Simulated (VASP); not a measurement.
SrLaF5, 7 atoms in the cell. Symmetry: P4/mmm, No. 123, tetragonal system. The conventional cell has a = 4.118 Å, b = 4.118 Å, c = 7.175 Å, α = 90.00°, β = 90.00°, γ = 90.00°. Sr (site symmetry 4/mmm) has 8 F at 2.53 Å within 3.3 Å. Within 3.8 Å of La (site symmetry 4/mmm) lie 12 F at 2.91 to 2.95 Å. F (site symmetry 4/mmm) has 4 La at 2.91 Å and 8 F at 2.95 Å and 2 Sr at 3.59 Å within 3.8 Å. Within 3.3 Å of F (site symmetry 2mm) lie 2 Sr at 2.53 Å and 7 F at 2.91 to 2.95 Å and 2 La at 2.95 Å. 

| Property | Result |
| --- | --- |
| Program | VASP 6.6.1 |
| Task | relaxation of cell and atoms |
| Functional | PBEsol |
| Potentials or basis | VASP PAW PBE potentials, release 64 (Sr_sv, La, F) |
| Cutoff | 600 eV |
| k mesh | 6 × 6 × 4 |
| Occupations | fermi-dirac, width 0.03 eV |
| Spin | no spin polarisation |
| Dipole correction | no |
| Further INCAR settings | ALGO = Normal; EDIFF = 1e-06; IBRION = 2; EDIFFG = -0.01; NSW = 100; ISIF = 3 |

Potentials or basis: VASP PAW PBE potentials, release 64 (Sr_sv, La, F).

Command:

```sh
$ cat potpaw_PBE.64/Sr_sv/POTCAR potpaw_PBE.64/La/POTCAR potpaw_PBE.64/F/POTCAR > POTCAR
$ mpirun -np 1 vasp_std > vasp.out
```

Hardware: 1 thread of Intel(R) Xeon(R) 6975P-C (Granite Rapids), with other jobs on the host.

Question: How long does it take, and how much memory?

Answer: It took 12 min on 1 thread of Intel(R) Xeon(R) 6975P-C (Granite Rapids), on a shared host, peak memory 0.38 GiB. Counts: scf iterations 99, k points 30, ion steps 11.
